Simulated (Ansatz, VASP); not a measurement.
# Mo: VASP beside Ansatz

```
Mo
1.0
     2.65345    0.00000    0.00000
    -1.32672    2.29795    0.00000
     0.00000    0.00000    2.63184
Mo
1
Direct
  0.00000 0.00000 0.50000
```

Change from the starting cell: strain -0.030 along x and y, +0.030 along z, atoms carried along.

Alike in both runs: task single point; functional LDA; k mesh 18 × 18 × 18; occupations gaussian, width 0.15 eV; no spin polarisation.

```csv
,VASP,Ansatz
version,VASP 6.6.1,Ansatz 0.2.0
potentials or method,"VASP PAW LDA potentials, release 64 (Mo_sv), cutoff 520 eV","scalar-relativistic, plane waves, PAW"
valence electrons in the cell,14,14
```

|  | VASP | Ansatz | Ansatz less VASP |
| --- | --- | --- | --- |
| gap on the k mesh at the Fermi level (eV) | none | none | - |
| pressure (GPa) | 1.3 | 0.3 | -1.01 |
| traceless stress, the component that is largest in VASP (GPa) | -18.92 | -18.85 | +0.075 |

LDA's correlation is that of Perdew and Zunger in VASP and of Perdew and Wang (1992) in Ansatz. A gap of «none» marks a metal or a gap that the smearing closes.
